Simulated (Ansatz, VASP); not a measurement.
**Two plane-wave programs on CaTiSe3**

```
Ca Ti Se
1.0
     4.99078    0.00000    0.00000
     0.00000    4.99078    0.00000
     0.00000    0.00000    4.99078
Ca Ti Se
1 1 3
Direct
  0.50000 0.50000 0.50000
  0.00000 0.00000 0.00000
  0.50000 0.00000 0.00000
  0.00000 0.50000 0.00000
  0.00000 0.00000 0.50000
```

Alike in both runs: functional PBE; k mesh 8 × 8 × 8; occupations gaussian, width 0.1 eV; no spin polarisation.

Ansatz relaxed the structure, and its values are those at the end. VASP's run is a single point on that final structure, the one shown.

|  | VASP | Ansatz |
| --- | --- | --- |
| version | VASP 6.6.1 | Ansatz 0.2.0 |
| potentials or method | VASP PAW PBE potentials, release 64 (Ca_sv, Ti_sv, Se), cutoff 520 eV | scalar-relativistic, plane waves, PAW |
| valence electrons in the cell | 40 | 70 |

|  | VASP | Ansatz | Ansatz less VASP |
| --- | --- | --- | --- |
| gap on the k mesh at the Fermi level (eV) | none | none | - |
| pressure (GPa) | 0.1 | 0.0 | -0.07 |

A gap of «none» marks a metal or a gap that the smearing closes. VASP's potentials hold 40 valence electrons a cell and Ansatz's 70, so a difference there can come from the potentials and not from the codes.
